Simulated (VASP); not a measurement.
# AlN (Cm) in VASP: a series of runs

The runs below take AlN through single point, with LDA.

Everything below comes from runs of VASP 6.6.1. Logs are shortened: lines on timing, memory, paths and dates and some standing lists are left out, and cuts for length are marked.

## 1. The cell of the first run

Symmetry: Cm, No. 8, monoclinic system. Conventional cell: a = 5.388 Å, b = 3.111 Å, c = 9.966 Å, α = 90.00°, β = 92.58°, γ = 90.00°. Within 2.5 Å of Al (site symmetry m) lie 4 N at 1.89 to 1.97 Å. Within 2.5 Å of Al (site symmetry m) lie 4 N at 1.89 to 1.92 Å. Al (site symmetry m) has 4 N at 1.89 to 1.92 Å within 2.5 Å. Al (site symmetry m) has 4 N at 1.89 to 1.92 Å within 2.5 Å. Within 2.5 Å of N (site symmetry m) lie 4 Al at 1.89 to 1.97 Å. Within 2.5 Å of N (site symmetry m) lie 4 Al at 1.89 to 1.92 Å. Within 2.5 Å of N (site symmetry m) lie 4 Al at 1.89 to 1.92 Å. Within 2.5 Å of N (site symmetry m) lie 4 Al at 1.89 to 1.92 Å.

## 2. Single point, LDA

INCAR reads:

```
PREC = Accurate ; ENCUT = 520
EDIFF = 1E-7 ; ISMEAR = 0
SIGMA = 0.05 ; LREAL = F
LASPH = T ; NELM = 100
ALGO = Normal ; ISIF = 2
LWAVE = F ; LCHARG = F
GGA = CA ; NBANDS = 26
```

KPOINTS reads:

```
Automatic mesh
0
Gamma
  8 8 3
```

POSCAR reads:

```
AlN
1.0
   -3.1110021516      0.0000000000      0.0000000000
   -1.5555010758     -2.6942068945      0.0000000000
   -0.3887197188     -0.2244274343      9.9560000000
Al N
4 4
Direct
    0.2580509583      0.2580509583      0.9037500000
    0.2997009583      0.2997009583      0.4037500000
    0.6538592917      0.6538592917      0.1537500000
    0.6122092917      0.6122092917      0.6537500000
    0.3253157083      0.3253157083      0.0962500000
    0.2836657083      0.2836657083      0.5962500000
    0.6378240417      0.6378240417      0.3462500000
    0.5961740417      0.5961740417      0.8462500000
```

Potentials or basis: VASP PAW LDA potentials, release 64 (Al, N).

On the command line:

```bash
$ cat potpaw_LDA.64/Al/POTCAR potpaw_LDA.64/N/POTCAR > POTCAR
$ mpirun -np 1 vasp_std > vasp.out
```

OUTCAR:

```text
PREC = Accurate
   ENCUT = 520
   EDIFF = 1E-7
   ISMEAR = 0
   LREAL = F
   LASPH = T
   NELM = 100
   ISIF = 2
   GGA = CA

 ion  position               nearest neighbor table
   1  0.258  0.258  0.904-   8 1.89   8 1.89   8 1.89   5 1.97   3 2.97   3 2.97   4 3.07   4 3.07
                             4 3.07   3 3.35
   2  0.300  0.300  0.404-   7 1.89   7 1.89   7 1.89   6 1.92   3 3.07   3 3.07   4 3.07   4 3.07
                             4 3.07   3 3.07
   3  0.654  0.654  0.154-   5 1.89   5 1.89   5 1.89   7 1.92   1 2.97   1 2.97   2 3.07   2 3.07
                             2 3.07   1 3.35
   4  0.612  0.612  0.654-   6 1.89   6 1.89   6 1.89   8 1.92   1 3.07   1 3.07   2 3.07   2 3.07
                             2 3.07   1 3.07
   5  0.325  0.325  0.096-   3 1.89   3 1.89   3 1.89   1 1.97
   6  0.284  0.284  0.596-   4 1.89   4 1.89   4 1.89   2 1.92
   7  0.638  0.638  0.346-   2 1.89   2 1.89   2 1.89   3 1.92
   8  0.596  0.596  0.846-   1 1.89   1 1.89   1 1.89   4 1.92

  LATTYP: Found a base centered monoclinic cell.
 ALAT       =     5.3884137890
 B/A-ratio  =     0.5773502692
 C/A-ratio  =     1.8495448398
 COS(beta)  =    -0.0450381079

  Lattice vectors:

 A1 = (   3.1110021516,   0.0000000000,   0.0000000000)
 A2 = (   1.5555010758,   2.6942068945,   0.0000000000)
 A3 = (  -0.3887197188,  -0.2244274343,   9.9560000000)

Analysis of symmetry for initial positions (statically):
=====================================================================
 Subroutine PRICEL returns:
 Original cell was already a primitive cell.

 Routine SETGRP: Setting up the symmetry group for a
 base centered monoclinic supercell.

 Subroutine GETGRP returns: Found  2 space group operations
 (whereof  2 operations were pure point group operations)
 out of a pool of  4 trial point group operations.

The static configuration has the point symmetry C_1h.

Analysis of symmetry for dynamics (positions and initial velocities):
=====================================================================
 Subroutine PRICEL returns:
 Original cell was already a primitive cell.

 Routine SETGRP: Setting up the symmetry group for a
 base centered monoclinic supercell.

 Subroutine GETGRP returns: Found  2 space group operations
 (whereof  2 operations were pure point group operations)
 out of a pool of  4 trial point group operations.

The dynamic configuration has the point symmetry C_1h.

 Subroutine INISYM returns: Found  2 space group operations
 (whereof  2 operations are pure point group operations),
 and found     1 'primitive' translations

----------------------------------------------------------------------------------------

                                     Primitive cell

  volume of cell :      83.4480

  direct lattice vectors                    reciprocal lattice vectors
    -3.111002152  0.000000000  0.000000000    -0.321439829  0.185583372 -0.008366814
    -1.555501076 -2.694206895  0.000000000     0.000000000 -0.371166744 -0.008366814
    -0.388719719 -0.224427434  9.956000000     0.000000000  0.000000000  0.100441945

  length of vectors
     3.111002152  3.111002152  9.966112918     0.371261034  0.371261034  0.100441945

  position of ions in fractional coordinates (direct lattice)
     0.258050958  0.258050958  0.903750000
     0.299700958  0.299700958  0.403750000
     0.653859292  0.653859292  0.153750000
     0.612209292  0.612209292  0.653750000
     0.325315708  0.325315708  0.096250000
     0.283665708  0.283665708  0.596250000
     0.637824042  0.637824042  0.346250000
     0.596174042  0.596174042  0.846250000

  ion indices of the primitive-cell ions
   primitive index   ion index
                 1           1
                 2           2
                 3           3
                 4           4
                 5           5
                 6           6
                 7           7
                 8           8

----------------------------------------------------------------------------------------

 KPOINTS: Automatic mesh

Automatic generation of k-mesh.
 Grid dimensions read from file:
 generate k-points for:    8    8    3

 Generating k-lattice:

  Cartesian coordinates                     Fractional coordinates (reciprocal lattice)
    -0.040179979  0.023197921 -0.001045852     0.125000000  0.000000000  0.000000000
     0.000000000 -0.046395843 -0.001045852     0.000000000  0.125000000  0.000000000
     0.000000000  0.000000000  0.033480648     0.000000000  0.000000000  0.333333333

  Length of vectors
     0.046407629  0.046407629  0.033480648

  Shift w.r.t. Gamma in fractional coordinates (k-lattice)
     0.000000000  0.000000000  0.000000000

 Subroutine IBZKPT returns following result:
 ===========================================

 Found     57 irreducible k-points:

 Following reciprocal coordinates:
            Coordinates               Weight
  0.000000  0.000000  0.000000      1.000000
  0.125000  0.000000  0.000000      4.000000
  0.250000  0.000000  0.000000      4.000000
  0.375000  0.000000  0.000000      4.000000
  0.500000  0.000000  0.000000      2.000000
  0.125000  0.125000  0.000000      2.000000
[... 16 lines left out ...]
  0.125000  0.000000  0.333333      4.000000
  0.250000  0.000000  0.333333      4.000000
 [... further k-points ...]
   k-points           NKPTS =     57   k-points in BZ     NKDIM =     57   number of bands    NBANDS=     26
   number of dos      NEDOS =    301   number of ions     NIONS =      8
   total plane-waves  NPLWV =  46080
   dimension x,y,z NGX =    24 NGY =   24 NGZ =   80
   dimension x,y,z NGXF=    48 NGYF=   48 NGZF=  160
   ions per type =               4   4
   NGX,Y,Z   is equivalent  to a cutoff of  12.83, 12.83, 13.34 a.u.
   NGXF,Y,Z  is equivalent  to a cutoff of  25.65, 25.65, 26.69 a.u.
 SYSTEM =  unknown system
   PREC   = accura    normal or accurate (medium, high low for compatibility)
   ISTART =      0    job   : 0-new  1-cont  2-samecut
   ICHARG =      2    charge: 1-file 2-atom 10-const
   ISPIN  =      1    spin polarized calculation?
   LNONCOLLINEAR =      F non collinear calculations
   LSORBIT =      F    spin-orbit coupling
   LASPH  =      T    aspherical Exc in radial PAW
   ENCUT  =  520.0 eV  38.22 Ry    6.18 a.u.   5.78  5.78 18.53*2*pi/ulx,y,z
   NELM   =    100;   NELMIN=  2; NELMDL= -5     # of ELM steps
   EDIFF  = 0.1E-06   stopping-criterion for ELM
   LREAL  =      F    real-space projection
   EDIFFG = 0.1E-05   stopping-criterion for IOM
   NSW    =      0    number of steps for IOM
   IBRION =     -1    ionic relax: 0-MD 1-quasi-New 2-CG
   NFREE  =      0    steps in history (QN), initial steepest desc. (CG)
   ISIF   =      2    stress and relaxation
   ISYM   =      2    0-nonsym 1-usesym 2-fastsym
   POTIM  = 0.5000    time-step for ionic-motion
   TEBEG  =    0.0;   TEEND  =   0.0 temperature during run
   PSTRESS=    0.0 pullay stress
   NELECT =      32.0000    total number of electrons
   NUPDOWN=      -1.0000    fix difference up-down
   EMIN   =  10.00;   EMAX   =-10.00  energy-range for DOS
   EFERMI =   0.00;   METHOD = LEGACY
   ISMEAR =     0;   SIGMA  =   0.05  broadening in eV -4-tet -1-fermi 0-gaus
   EFERMI_NEDOS =   21; number of points for ismear=-14 and -15
   IALGO  =     38    algorithm
   IMIX   =      4    mixing-type and parameters
     AMIX     =   0.40;   BMIX     =  1.00
     AMIX_MAG =   1.60;   BMIX_MAG =  1.00
  volume/ion in A,a.u.               =      10.43        70.39
  Fermi-wavevector in a.u.,A,eV,Ry     =   1.189377  2.247596 19.247033  1.414617
  Thomas-Fermi vector in A             =   2.325485
   LORBIT       =      0    0 simple, 1 ext, 2 COOP (PROOUT), +10 PAW based schemes
   GGA     = CA    functional components
   LHFCALC =     F    Hartree Fock is set to
   AEXX    =    0.0000 exact exchange contribution
   IVDW    =     0    specifies the selected vdW correction
   LEPSILON=     F    determine dielectric tensor
   LRPA    =     F    only Hartree local field effects (RPA)
 non-spin polarized calculation
 Gauss-broadening in eV      SIGMA  =   0.05
  energy-cutoff  :      520.00
  volume of cell :       83.45
 maximum number of plane-waves:      2264
   NGX = 11   NGY = 11   NGZ = 37

 number of electron      31.9999997 magnetization

 Free energy of the ion-electron system (eV)
  ---------------------------------------------------
  ext. energy  EPLUGINS =         0.00000000
  ---------------------------------------------------
  free energy    TOTEN  =       -65.41433083 eV

  energy without entropy =      -65.41433083  energy(sigma->0) =      -65.41433083

 E-fermi :   6.3498     XC(G=0): -11.2556

 val. band max:        6.1464606201   @ k =   0.0000   0.0000   0.0000
 cond. band min:      10.0622164360   @ k =   0.0000   0.0000   0.0000
 fundamental gap:      3.9157558159
 Fermi energy:         6.3498438486

 k-point     1 :       0.0000    0.0000    0.0000
  band No.  band energies     occupation
      1      -9.1225      2.00000
      2      -8.2170      2.00000
      3      -8.1999      2.00000
      4      -6.8876      2.00000
      5      -0.1129      2.00000
      6       2.5949      2.00000
[... 18 lines left out ...]
     25      16.8251      0.00000
     26      16.9754      0.00000

 k-point     2 :       0.1250    0.0000    0.0000
  band No.  band energies     occupation
      1      -8.9205      2.00000
      2      -8.0519      2.00000
      3      -8.0115      2.00000
      4      -6.7714      2.00000
      5       0.1237      2.00000
      6       2.5175      2.00000
[... 18 lines left out ...]
     25      16.8744      0.00000
     26      17.4870      0.00000

 k-point     3 :       0.2500    0.0000    0.0000
  band No.  band energies     occupation
      1      -8.3562      2.00000
      2      -7.5898      2.00000
      3      -7.5202      2.00000
      4      -6.4935      2.00000
      5       0.8009      2.00000
      6       1.8467      2.00000
[... 18 lines left out ...]
     25      16.7233      0.00000
     26      17.3044      0.00000

 k-point     4 :       0.3750    0.0000    0.0000
  band No.  band energies     occupation
      1      -7.5931      2.00000
      2      -7.0186      2.00000
      3      -6.9326      2.00000
      4      -6.2796      2.00000
      5       0.6829      2.00000
      6       0.8566      2.00000
[... 18 lines left out ...]
     25      16.8830      0.00000
     26      17.4222      0.00000

 k-point     5 :       0.5000    0.0000    0.0000
  band No.  band energies     occupation
      1      -7.1193      2.00000
      2      -6.7304      2.00000
      3      -6.6478      2.00000
      4      -6.2979      2.00000
      5       0.1401      2.00000
      6       0.3250      2.00000
[... 18 lines left out ...]
     25      16.6541      0.00000
     26      17.5128      0.00000

 k-point     6 :       0.1250    0.1250    0.0000
  band No.  band energies     occupation
      1      -8.9188      2.00000
      2      -8.0688      2.00000
      3      -7.9939      2.00000
      4      -6.7747      2.00000
      5       0.1271      2.00000
      6       2.5042      2.00000
[... 427 lines left out ...]
 k-point    21 :       0.5000    0.5000    0.0000
  band No.  band energies     occupation
      1      -7.0173      2.00000
      2      -6.8077      2.00000
      3      -6.5678      2.00000
      4      -6.4199      2.00000
      5       0.0242      2.00000
      6       0.2904      2.00000
[... 18 lines left out ...]
     25      16.6512      0.00000
     26      17.1320      0.00000

 k-point    22 :       0.0000    0.0000    0.3333
  band No.  band energies     occupation
      1      -9.0138      2.00000
      2      -8.6960      2.00000
      3      -7.6279      2.00000
      4      -7.1080      2.00000
      5       0.2733      2.00000
      6       1.2802      2.00000
[... 18 lines left out ...]
     25      16.9222      0.00000
     26      16.9994      0.00000

 k-point    23 :       0.1250    0.0000    0.3333
  band No.  band energies     occupation
      1      -8.8215      2.00000
      2      -8.4913      2.00000
      3      -7.4922      2.00000
      4      -6.9654      2.00000
      5       0.4545      2.00000
      6       1.4067      2.00000
[... 18 lines left out ...]
     25      16.9009      0.00000
     26      17.3820      0.00000

 k-point    24 :       0.2500    0.0000    0.3333
  band No.  band energies     occupation
      1      -8.2723      2.00000
      2      -7.9525      2.00000
      3      -7.1044      2.00000
      4      -6.6368      2.00000
      5       0.9509      2.00000
      6       1.3618      2.00000
[... 18 lines left out ...]
     25      16.6984      0.00000
     26      17.0840      0.00000

 [... further k-points ...]
[... 5 lines left out ...]
  --------------------------------------------------------------------------------------
  -------------------------------------------------------------------------------------
  Total       -2.0978895     -2.0491085     -2.2418170     -0.0422456      1.2727960      2.2045473
  in kB      -40.2788484    -39.3422684    -43.0422135     -0.8111020     24.4373012     42.3266473
  external PRESSURE =     -40.8877768 kB  Pullay stress =       0.0000000 kB

 VOLUME and BASIS-vectors are now :
 -----------------------------------------------------------------------------
  energy-cutoff  :      520.00
  volume of cell :       83.45
      direct lattice vectors                 reciprocal lattice vectors
    -3.111002152  0.000000000  0.000000000    -0.321439829  0.185583372 -0.008366814
    -1.555501076 -2.694206895  0.000000000     0.000000000 -0.371166744 -0.008366814
    -0.388719719 -0.224427434  9.956000000     0.000000000  0.000000000  0.100441945

 POSITION                                       TOTAL-FORCE (eV/Angst)
 -----------------------------------------------------------------------------------
     -1.55550     -0.89807      8.99774        -0.627948     -0.362546      0.321678
     -1.55550     -0.89807      4.01974         0.010505      0.006065      0.157389
     -3.11100     -1.79614      1.53074         0.072914      0.042097      0.387480
     -3.11100     -1.79614      6.50874        -0.042405     -0.024482      0.143512
     -1.55550     -0.89807      0.95826         0.817909      0.472220     -0.382460
     -1.55550     -0.89807      5.93626        -0.004387     -0.002533     -0.167920
     -3.11100     -1.79614      3.44726         0.031790      0.018354     -0.160237
     -3.11100     -1.79614      8.42526        -0.258378     -0.149175     -0.299441
 -----------------------------------------------------------------------------------
    total drift:                               -0.000483     -0.000279     -0.000427

  FREE ENERGIE OF THE ION-ELECTRON SYSTEM (eV)
  ---------------------------------------------------
  free  energy   TOTEN  =       -65.4143308270 eV

  energy  without entropy=      -65.4143308270  energy(sigma->0) =      -65.41433083
```

Wall time 59 s (1 thread of Intel Xeon Platinum 8488C (Sapphire Rapids), shared host); peak memory 0.22 GiB.

Results:

* Free energy: -65.4143 eV
* Pressure: -4.1 GPa
* Largest force: 1.019 eV/Å
* Band gap on the k mesh: 3.92 eV, direct

Forces on the atoms (eV/Å):
```
Al  -0.628 -0.363  0.322
Al   0.011  0.006  0.157
Al   0.073  0.042  0.387
Al  -0.042 -0.024  0.144
N    0.818  0.472 -0.382
N   -0.004 -0.003 -0.168
N    0.032  0.018 -0.160
N   -0.258 -0.149 -0.299
```

Stress tensor (GPa, compression positive):
```
-4.03 -0.08  4.23
-0.08 -3.93  2.44
 4.23  2.44 -4.30
```

Caveat: forces of over 1 eV/Å act on the atoms, so gaps and moduli don't describe the material at rest. LDA gaps usually lie below the measured ones, often by a third to a half.

## 3. Single point, LDA

INCAR reads:

```
ALGO     = Normal         # electronic algorithm
EDIFF    = 1E-6           # SCF threshold, eV
ENCUT    = 520            # plane-wave cutoff, eV
GGA      = CA             # functional
ISIF     = 2              # what is computed and relaxed
ISMEAR   = 0              # smearing method
LASPH    = True           # aspherical terms in the spheres
LCHARG   = False          # write CHGCAR
LREAL    = False          # projectors in reciprocal space
LWAVE    = False          # write WAVECAR
NBANDS   = 26             # bands
NELM     = 60             # most SCF steps
PREC     = Accurate       # precision mode
SIGMA    = 0.05           # smearing width, eV
```

KPOINTS reads:

```
Automatic mesh
0
Gamma
  8 8 3
  0.5 0.5 0.5
```

POSCAR is that of step 2.

Potentials or basis: VASP PAW LDA potentials, release 64 (Al, N).

On the command line:

```bash
$ cat potpaw_LDA.64/Al/POTCAR potpaw_LDA.64/N/POTCAR > POTCAR
$ mpirun -np 1 vasp_std > vasp.out
```

Run time: 52 s. Hardware: 1 thread of Intel Xeon Platinum 8488C (Sapphire Rapids), shared host; peak memory 0.21 GiB.

Results (log left out):

| Item | Value |
| --- | --- |
| Free energy | -65.4145 eV |
| Pressure | -4.1 GPa |
| Largest force | 1.019 eV/Å |
| Band gap on the k mesh | 4.34 eV, direct |

Forces on the atoms (eV/Å):
```
Al  -0.628 -0.362  0.322
Al   0.011  0.006  0.157
Al   0.073  0.042  0.387
Al  -0.043 -0.025  0.144
N    0.818  0.472 -0.382
N   -0.004 -0.002 -0.168
N    0.032  0.018 -0.160
N   -0.258 -0.149 -0.300
```

Stress tensor (GPa, compression positive):
```
-4.06 -0.08  4.23
-0.08 -3.97  2.44
 4.23  2.44 -4.33
```

Levels at points of the mesh, in eV from the valence-band top:
| k point | band 12 | band 13 | band 14 | band 15 | band 16 | band 17 | band 18 | band 19 | band 20 | band 21 |
| --- | --- | --- | --- | --- | --- | --- | --- | --- | --- | --- |
| (0.06, 0.06, 0.17) | -0.81 | -0.74 | -0.65 | -0.47 | 0.00 | 4.34 | 5.95 | 6.61 | 6.65 | 9.61 |

Caveat: forces of over 1 eV/Å act on the atoms, so gaps and moduli don't describe the material at rest.
